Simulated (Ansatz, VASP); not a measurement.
One calculation of SrO, two programs

The input INCAR:

```
PREC = Accurate
ENCUT = 600
EDIFF = 1E-7
ISMEAR = 0
SIGMA = 0.02
LREAL = F
LASPH = T
NELM = 80
ALGO = Normal
ISIF = 3
LWAVE = F
LCHARG = F
GGA = PE
IBRION = 2
NSW = 100
EDIFFG = -0.01
```

Contents of KPOINTS:

```
regular mesh
0
Gamma
  6 6 4
```

POSCAR

```
SrO
1.0
    3.5532880902      0.0000000000      0.0000000000
   -1.7766440451      3.0772377531      0.0000000000
    0.0000000000      0.0000000000      6.2173039800
Sr O
2 2
Direct
    0.3333333300      0.6666666700      0.2500000000
    0.6666666700      0.3333333300      0.7500000000
    0.0000000000      0.0000000000      0.0000000000
    0.0000000000      0.0000000000      0.5000000000
```

Input for Ansatz:

```yaml
crystal:
  lattice:
    - [3.5532880902, 0.0, 0.0]
    - [-1.7766440451, 3.0772377531, 0.0]
    - [0.0, 0.0, 6.21730398]
  atoms:
    - { symbol: Sr, position: [0.33333333, 0.66666667, 0.25] }
    - { symbol: Sr, position: [0.66666667, 0.33333333, 0.75] }
    - { symbol: O, position: [0.0, 0.0, 0.0] }
    - { symbol: O, position: [0.0, 0.0, 0.5] }
basis:
  ecutwfc: 420
kpoints:
  mp_grid: { grid: [6, 6, 4] }
hamiltonian:
  xc: pbe
scf:
  occupations: { method: gaussian, width: 0.02 }
output:
  forces: true
  stress: true
  eigenvalues: true
  write_density: true
  write_potential: true
  elf: true
  volumetric_format: npy
relax:
  adjacent_minimum: "off"
  f_tol: 0.01
  max_steps: 80
  cell: { stress_tol: 0.05 }
```

Alike in both runs: task relaxation of cell and atoms; functional PBE; k mesh 6 × 6 × 4; occupations gaussian, width 0.02 eV; no spin polarisation.

|  | VASP | Ansatz |
| --- | --- | --- |
| version | VASP 6.6.1 | Ansatz 0.2.0 |
| potentials or method | VASP PAW PBE potentials, release 64 (Sr_sv, O), cutoff 600 eV | scalar-relativistic, plane waves, PAW |
| valence electrons in the cell | 32 | 32 |

VASP gave:

* gap on the k mesh at the Fermi level, each at its own relaxed structure (eV): 2.94
* relaxed volume (Å³/atom): 17.39
* relaxed cell length with the largest relative difference (Å): 3.584

Problem. Which values does Ansatz return?

Solution. gap on the k mesh at the Fermi level, each at its own relaxed structure (eV): 2.97; relaxed volume (Å³/atom): 17.29; relaxed cell length with the largest relative difference (Å): 3.577.
